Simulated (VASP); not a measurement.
# CuO (P1) in VASP: a series of runs

The runs below take CuO through single point, with PBEsol.

Program: VASP 6.6.1. These are calculated values, not measurements. Logs are shortened: lines on timing, memory, paths and dates and some standing lists are left out, and cuts for length are marked.

## (1) The cell of the first run

The typed cell holds 4 atoms: a = 2.903 Å, b = 2.845 Å, c = 5.273 Å, α = 89.71°, β = 91.14°, γ = 88.70°.

## (2) Single point, PBEsol

Input file INCAR:

```
SYSTEM = CuO
PREC = Accurate
ENCUT = 820
EDIFF = 1E-6
ISMEAR = 0
SIGMA = 0.1
LREAL = .FALSE.
LASPH = .TRUE.
NELM = 120
ALGO = Normal
ISIF = 2
LWAVE = .FALSE.
LCHARG = .FALSE.
GGA = PS
NBANDS = 33
GGA_COMPAT = .FALSE.
```

Input file KPOINTS:

```
regular mesh
0
G
  4 4 2
  0 0 0
```

Input file POSCAR:

```
CuO
1.0
    2.9027900792      0.0128346910     -0.0340833917
    0.0522224784      2.8448878033      0.0026072298
   -0.0435563076      0.0226345624      5.2731527454
Cu O
2 2
Direct
    0.5106995731      0.0053434258      0.4983983317
    0.0537874343      0.4780918003     -0.0097061318
   -0.0431909901      0.9791177467      0.2496237619
    1.0253855975      0.0012663399      0.7685903712
```

Potentials or basis: VASP PAW PBE potentials, release 64 (Cu_sv_GW, O).

Launch:

```
$ cat potpaw_PBE.64/Cu_sv_GW/POTCAR potpaw_PBE.64/O/POTCAR > POTCAR
$ mpirun -np 1 vasp_std > vasp.out
```

OUTCAR:

```text
SYSTEM = CuO
   PREC = Accurate
   ENCUT = 820
   EDIFF = 1E-6
   ISMEAR = 0
   LREAL = .FALSE.
   LASPH = .TRUE.
   NELM = 120
   ISIF = 2
   GGA = PS

 ion  position               nearest neighbor table
   1  0.511  0.005  0.498-   3 1.86   4 2.02   4 2.04   3 2.06
   2  0.054  0.478  0.990-   4 1.80   4 1.89   3 1.99   3 2.00
   3  0.957  0.979  0.250-   1 1.86   2 1.99   2 2.00   1 2.06
   4  0.025  0.001  0.769-   2 1.80   2 1.89   1 2.02   1 2.04

  LATTYP: Found a triclinic cell.
 ALAT       =     9.6915389389
 B/A-ratio  =     0.6611281675
 C/A-ratio  =     1.2728829731
 COS(alpha) =     0.0018772223
 COS(beta)  =     0.6034234964
 COS(gamma) =     0.7965242206

  Lattice vectors:

 A1 = (   5.7446915092,  -5.6867407870,  -5.3465339884)
 A2 = (   5.7533576800,  -2.8192184213,  -0.0707740132)
 A3 = (  -2.9201224208,  -5.7478794224, -10.5174365587)

Analysis of symmetry for initial positions (statically):
=====================================================================
 Subroutine PRICEL returns:
 Original cell was already a primitive cell.

 Routine SETGRP: Setting up the symmetry group for a
 triclinic supercell.

 Subroutine GETGRP returns: Found  1 space group operations
 (whereof  1 operations were pure point group operations)
 out of a pool of  2 trial point group operations.

The static configuration has the point symmetry C_1 .

Analysis of symmetry for dynamics (positions and initial velocities):
=====================================================================
 Subroutine PRICEL returns:
 Original cell was already a primitive cell.

 Routine SETGRP: Setting up the symmetry group for a
 triclinic supercell.

 Subroutine GETGRP returns: Found  1 space group operations
 (whereof  1 operations were pure point group operations)
 out of a pool of  2 trial point group operations.

The dynamic configuration has the point symmetry C_1 .

 Subroutine INISYM returns: Found  1 space group operations
 (whereof  1 operations are pure point group operations),
 and found     1 'primitive' translations

----------------------------------------------------------------------------------------

                                     Primitive cell

  volume of cell :      43.5383

  direct lattice vectors                    reciprocal lattice vectors
     2.902790079  0.012834691 -0.034083392     0.344557861 -0.006327545  0.002873213
     0.052222478  2.844887803  0.002607230    -0.001572196  0.351537966 -0.001521933
    -0.043556308  0.022634562  5.273152745     0.002227851 -0.000214711  0.189659193

  length of vectors
     2.903018541  2.845368271  5.273381207     0.344627934  0.351544776  0.189672399

  position of ions in fractional coordinates (direct lattice)
     0.510699573  0.005343426  0.498398332
     0.053787434  0.478091800  0.990293868
     0.956809010  0.979117747  0.249623762
     0.025385597  0.001266340  0.768590371

  ion indices of the primitive-cell ions
   primitive index   ion index
                 1           1
                 2           2
                 3           3
                 4           4

----------------------------------------------------------------------------------------

 KPOINTS: regular mesh

Automatic generation of k-mesh.
 Grid dimensions read from file:
 generate k-points for:    4    4    2

 Generating k-lattice:

  Cartesian coordinates                     Fractional coordinates (reciprocal lattice)
     0.086139465 -0.001581886  0.000718303     0.250000000  0.000000000 -0.000000000
    -0.000393049  0.087884492 -0.000380483     0.000000000  0.250000000 -0.000000000
     0.001113926 -0.000107356  0.094829597    -0.000000000  0.000000000  0.500000000

  Length of vectors
     0.086156983  0.087886194  0.094836200

  Shift w.r.t. Gamma in fractional coordinates (k-lattice)
     0.000000000  0.000000000  0.000000000

 Subroutine IBZKPT returns following result:
 ===========================================

 Found     20 irreducible k-points:

 Following reciprocal coordinates:
            Coordinates               Weight
  0.000000  0.000000  0.000000      1.000000
  0.250000  0.000000 -0.000000      2.000000
  0.500000  0.000000 -0.000000      1.000000
 -0.000000  0.250000 -0.000000      2.000000
  0.250000  0.250000 -0.000000      2.000000
  0.500000  0.250000 -0.000000      2.000000
[... 12 lines left out ...]
  0.250000  0.500000  0.500000      2.000000
  0.500000  0.500000  0.500000      1.000000
   k-points           NKPTS =     20   k-points in BZ     NKDIM =     20   number of bands    NBANDS=     33
   number of dos      NEDOS =    301   number of ions     NIONS =      4
   total plane-waves  NPLWV =  39200
   dimension x,y,z NGX =    28 NGY =   28 NGZ =   50
   dimension x,y,z NGXF=    56 NGYF=   56 NGZF=  100
   ions per type =               2   2
   NGX,Y,Z   is equivalent  to a cutoff of  16.03, 16.36, 15.76 a.u.
   NGXF,Y,Z  is equivalent  to a cutoff of  32.07, 32.72, 31.53 a.u.
 SYSTEM =  CuO
   PREC   = accura    normal or accurate (medium, high low for compatibility)
   ISTART =      0    job   : 0-new  1-cont  2-samecut
   ICHARG =      2    charge: 1-file 2-atom 10-const
   ISPIN  =      1    spin polarized calculation?
   LNONCOLLINEAR =      F non collinear calculations
   LSORBIT =      F    spin-orbit coupling
   LASPH  =      T    aspherical Exc in radial PAW
   ENCUT  =  820.0 eV  60.27 Ry    7.76 a.u.   6.78  6.64 12.31*2*pi/ulx,y,z
   NELM   =    120;   NELMIN=  2; NELMDL= -5     # of ELM steps
   EDIFF  = 0.1E-05   stopping-criterion for ELM
   LREAL  =      F    real-space projection
   EDIFFG = 0.1E-04   stopping-criterion for IOM
   NSW    =      0    number of steps for IOM
   IBRION =     -1    ionic relax: 0-MD 1-quasi-New 2-CG
   NFREE  =      0    steps in history (QN), initial steepest desc. (CG)
   ISIF   =      2    stress and relaxation
   ISYM   =      2    0-nonsym 1-usesym 2-fastsym
   POTIM  = 0.5000    time-step for ionic-motion
   TEBEG  =    0.0;   TEEND  =   0.0 temperature during run
   PSTRESS=    0.0 pullay stress
   NELECT =      50.0000    total number of electrons
   NUPDOWN=      -1.0000    fix difference up-down
   EMIN   =  10.00;   EMAX   =-10.00  energy-range for DOS
   EFERMI =   0.00;   METHOD = LEGACY
   ISMEAR =     0;   SIGMA  =   0.10  broadening in eV -4-tet -1-fermi 0-gaus
   EFERMI_NEDOS =   21; number of points for ismear=-14 and -15
   IALGO  =     38    algorithm
   IMIX   =      4    mixing-type and parameters
     AMIX     =   0.40;   BMIX     =  1.00
     AMIX_MAG =   1.60;   BMIX_MAG =  1.00
  volume/ion in A,a.u.               =      10.88        73.45
  Fermi-wavevector in a.u.,A,eV,Ry     =   1.714382  3.239712 39.988965  2.939106
  Thomas-Fermi vector in A             =   2.791950
   LORBIT       =      0    0 simple, 1 ext, 2 COOP (PROOUT), +10 PAW based schemes
   GGA     = PS    functional components
   LHFCALC =     F    Hartree Fock is set to
   AEXX    =    0.0000 exact exchange contribution
   IVDW    =     0    specifies the selected vdW correction
   LEPSILON=     F    determine dielectric tensor
   LRPA    =     F    only Hartree local field effects (RPA)
 non-spin polarized calculation
 Gauss-broadening in eV      SIGMA  =   0.10
  energy-cutoff  :      820.00
  volume of cell :       43.54
 maximum number of plane-waves:      2334
   NGX = 13   NGY = 13   NGZ = 25

 number of electron      49.9999993 magnetization

 Free energy of the ion-electron system (eV)
  ---------------------------------------------------
  ext. energy  EPLUGINS =         0.00000000
  ---------------------------------------------------
  free energy    TOTEN  =       -21.39429571 eV

  energy without entropy =      -21.37912412  energy(sigma->0) =      -21.38670992

 E-fermi :   4.8103     XC(G=0): -12.0575

 val. band max:        4.7971731628   @ k =  -0.0000  -0.0000   0.5000
 cond. band min:       4.8119926253   @ k =   0.5000   0.2500   0.5000
 fundamental gap:      0.0148194625
 Fermi energy:         4.8103289228

 k-point     1 :       0.0000    0.0000    0.0000
  band No.  band energies     occupation
      1    -107.6506      2.00000
      2    -107.3619      2.00000
      3     -65.3445      2.00000
      4     -65.2675      2.00000
      5     -65.0294      2.00000
      6     -64.9074      2.00000
[... 25 lines left out ...]
     32      19.5741      0.00000
     33      19.9451      0.00000

 k-point     2 :       0.2500    0.0000   -0.0000
  band No.  band energies     occupation
      1    -107.6502      2.00000
      2    -107.3615      2.00000
      3     -65.3440      2.00000
      4     -65.2670      2.00000
      5     -65.0333      2.00000
      6     -64.9092      2.00000
[... 25 lines left out ...]
     32      19.5273      0.00000
     33      20.4622      0.00000

 k-point     3 :       0.5000    0.0000   -0.0000
  band No.  band energies     occupation
      1    -107.6499      2.00000
      2    -107.3611      2.00000
      3     -65.3436      2.00000
      4     -65.2666      2.00000
      5     -65.0374      2.00000
      6     -64.9129      2.00000
[... 25 lines left out ...]
     32      17.4733      0.00000
     33      20.4972      0.00000

 k-point     4 :      -0.0000    0.2500   -0.0000
  band No.  band energies     occupation
      1    -107.6500      2.00000
      2    -107.3615      2.00000
      3     -65.3513      2.00000
      4     -65.2685      2.00000
      5     -65.0289      2.00000
      6     -64.9069      2.00000
[... 25 lines left out ...]
     32      19.4911      0.00000
     33      20.1134      0.00000

 k-point     5 :       0.2500    0.2500   -0.0000
  band No.  band energies     occupation
      1    -107.6497      2.00000
      2    -107.3611      2.00000
      3     -65.3509      2.00000
      4     -65.2682      2.00000
      5     -65.0327      2.00000
      6     -64.9087      2.00000
[... 460 lines left out ...]
 k-point    18 :       0.0000    0.5000    0.5000
  band No.  band energies     occupation
      1    -107.6495      2.00000
      2    -107.3610      2.00000
      3     -65.3586      2.00000
      4     -65.2693      2.00000
      5     -65.0283      2.00000
      6     -64.9064      2.00000
[... 25 lines left out ...]
     32      18.9474      0.00000
     33      20.1685      0.00000

 k-point    19 :       0.2500    0.5000    0.5000
  band No.  band energies     occupation
      1    -107.6491      2.00000
      2    -107.3606      2.00000
      3     -65.3581      2.00000
      4     -65.2688      2.00000
      5     -65.0322      2.00000
      6     -64.9081      2.00000
[... 25 lines left out ...]
     32      17.2892      0.00000
     33      19.9083      0.00000

 k-point    20 :       0.5000    0.5000    0.5000
  band No.  band energies     occupation
      1    -107.6488      2.00000
      2    -107.3602      2.00000
      3     -65.3576      2.00000
      4     -65.2683      2.00000
      5     -65.0364      2.00000
      6     -64.9117      2.00000
[... 25 lines left out ...]
     32      16.3706      0.00000
     33      19.2633      0.00000

------------------------ aborting loop because EDIFF is reached ----------------------------------------

  FORCE on cell =-STRESS in cart. coord.  units (eV):
  Direction    XX          YY          ZZ          XY          YZ          ZX
  --------------------------------------------------------------------------------------
  -------------------------------------------------------------------------------------
  Total       -1.6210375      0.7703721     -2.4867704      0.0169817      0.7020477     -0.3514458
  in kB      -59.6529640     28.3491167    -91.5112848      0.6249127     25.8348281    -12.9329414
  external PRESSURE =     -40.9383774 kB  Pullay stress =       0.0000000 kB

 VOLUME and BASIS-vectors are now :
 -----------------------------------------------------------------------------
  energy-cutoff  :      820.00
  volume of cell :       43.54
      direct lattice vectors                 reciprocal lattice vectors
     2.902790079  0.012834691 -0.034083392     0.344557861 -0.006327545  0.002873213
     0.052222478  2.844887803  0.002607230    -0.001572196  0.351537966 -0.001521933
    -0.043556308  0.022634562  5.273152745     0.002227851 -0.000214711  0.189659193

 POSITION                                       TOTAL-FORCE (eV/Angst)
 -----------------------------------------------------------------------------------
      1.46102      0.03304      2.61074        -0.817469     -0.199139      0.436063
      0.13797      1.38322      5.22138        -0.898745      0.840720      1.752334
      2.81767      2.80341      1.28625         1.270226      0.036139     -0.228494
      0.04028      0.02133      4.05203         0.445989     -0.677721     -1.959903
 -----------------------------------------------------------------------------------
    total drift:                                0.001990      0.000318     -0.001836

  FREE ENERGIE OF THE ION-ELECTRON SYSTEM (eV)
  ---------------------------------------------------
  free  energy   TOTEN  =       -21.3942957136 eV

  energy  without entropy=      -21.3791241172  energy(sigma->0) =      -21.38670992
```

It took 1.8 min on 1 thread of Intel Xeon Platinum 8375C at 2.90GHz (Ice Lake), shared host; peak memory 0.22 GiB.

What came out:

- Free energy: -21.3943 eV
- Pressure: -4.1 GPa
- Largest force: 2.141 eV/Å
- Band gap on the k mesh: zero (bands 25 and 26 overlap by 0.78 eV)

Forces on the atoms (eV/Å):
```
Cu  -0.817 -0.199  0.436
Cu  -0.899  0.841  1.752
O    1.270  0.036 -0.228
O    0.446 -0.678 -1.960
```

Stress tensor (GPa, compression positive):
```
-5.97  0.06 -1.29
 0.06  2.83  2.58
-1.29  2.58 -9.15
```

Levels at points of the mesh, in eV from the Fermi level:
```
           k point  band 23  band 24  band 25  band 26  band 27  band 28
(0.00, 0.00, 0.00)    -2.02    -1.88     0.48     0.86     1.42     6.12
(0.50, 0.00, 0.00)    -1.52    -1.29     0.24     0.68     3.59     5.79
(0.00, 0.50, 0.00)    -1.41    -1.18    -0.04     0.62     3.30     6.32
(0.50, 0.50, 0.00)    -1.52    -1.17    -0.90     1.15     2.34     7.03
(0.00, 0.00, 0.50)    -1.32    -1.25    -0.01     0.40     3.40     3.63
(0.50, 0.00, 0.50)    -1.74    -1.71    -0.09     0.87     4.53     5.41
(0.00, 0.50, 0.50)    -1.94    -1.61    -0.03     0.56     3.97     6.29
(0.50, 0.50, 0.50)    -1.35    -1.16    -0.50    -0.25     3.93     4.18
```

Caveat: the k points lie up to 0.60 Å⁻¹ apart, too coarse for converged energies and pressures of a metal; the PAW data sets were made with another functional, which shifts forces and pressure a little; semilocal functionals often make such compounds metallic where correlation or magnetic order opens a gap, which also shifts bond lengths. With open d or f shells a metallic result of PBEsol can be an artefact of self-interaction; +U or a hybrid may open a gap.

[end of part 1 of 2]

The gap in the log of VASP goes by the Fermi energy; the results here count the filled bands.